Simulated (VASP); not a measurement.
Write the native input for VASP 6.6.1 that does the following.

| Quantity | Value |
| --- | --- |
| Task | single point |
| Functional | r2SCAN |
| Potentials or basis | VASP PAW PBE potentials, release 64 (Rh_sv_GW) |
| Cutoff | 580 eV |
| k mesh | 14 × 14 × 14 |
| Occupations | gaussian, width 0.01 eV |
| Spin | no spin polarisation |
| Dipole correction | no |
| Second run | valence_matched |
| Further INCAR settings | ALGO = Normal; EDIFF = 1e-06; NBANDS = 14 |

The system is Rh.

```
Rh
1.0
     0.00000    1.90081    1.90081
     1.90081    0.00000    1.90081
     1.90081    1.90081    0.00000
Rh
1
Direct
  0.00000 0.00000 0.00000
```

The input as run:

POSCAR

```
Rh
1.0
    0.0000000000      1.9008071574      1.9008071574
    1.9008071574      0.0000000000      1.9008071574
    1.9008071574      1.9008071574      0.0000000000
Rh
1
Direct
    0.0000000000      0.0000000000      0.0000000000
```

INCAR.step1

```
SYSTEM = Rh
PREC     = Accurate       ! precision mode
ENCUT    = 580            ! plane-wave cutoff, eV
ISMEAR   = 0              ! smearing method
SIGMA    = 0.01           ! smearing width, eV
LREAL    = .False.        ! projectors in reciprocal space
LASPH    = .True.         ! aspherical terms in the spheres
NELM     = 120            ! most SCF steps
NBANDS   = 14             ! bands
GGA      = PE             ! functional
ALGO     = Normal         ! electronic algorithm
EDIFF    = 1E-5           ! SCF threshold, eV
LWAVE    = .True.         ! write WAVECAR
LCHARG   = .False.        ! write CHGCAR
GGA_COMPAT= .False.
```

INCAR.step2

```
SYSTEM = Rh
PREC     = Accurate       ! precision mode
ENCUT    = 580            ! plane-wave cutoff, eV
EDIFF    = 1E-6           ! SCF threshold, eV
ISMEAR   = 0              ! smearing method
SIGMA    = 0.01           ! smearing width, eV
LREAL    = .False.        ! projectors in reciprocal space
LASPH    = .True.         ! aspherical terms in the spheres
NELM     = 120            ! most SCF steps
ALGO     = Normal         ! electronic algorithm
ISIF     = 2              ! what is computed and relaxed
LWAVE    = .False.        ! write WAVECAR
LCHARG   = .True.         ! write CHGCAR
METAGGA  = R2SCAN         ! meta-GGA
LMIXTAU  = .True.       
LELF     = .True.         ! ELF
LVHAR    = .True.       
NBANDS   = 14             ! bands
ISTART   = 1            
GGA_COMPAT= .False.
```

KPOINTS

```
regular mesh
0
Gamma
  14 14 14
  0 0 0
```

Potentials or basis: VASP PAW PBE potentials, release 64 (Rh_sv_GW).

The run is started by

```console
$ cat potpaw_PBE.64/Rh_sv_GW/POTCAR > POTCAR
$ cp INCAR.step1 INCAR
$ mpirun -np 1 vasp_std > vasp.out
$ cp INCAR.step2 INCAR
$ mpirun -np 1 vasp_std > vasp.out
```

It gave:

- Pressure: -2.0 GPa

Caveat: the PAW data sets were made with another functional, which shifts forces and pressure a little.

Run time: 36 s on 1 thread of Intel(R) Xeon(R) 6975P-C (Granite Rapids), with other jobs on the host, peak memory 0.17 GiB.
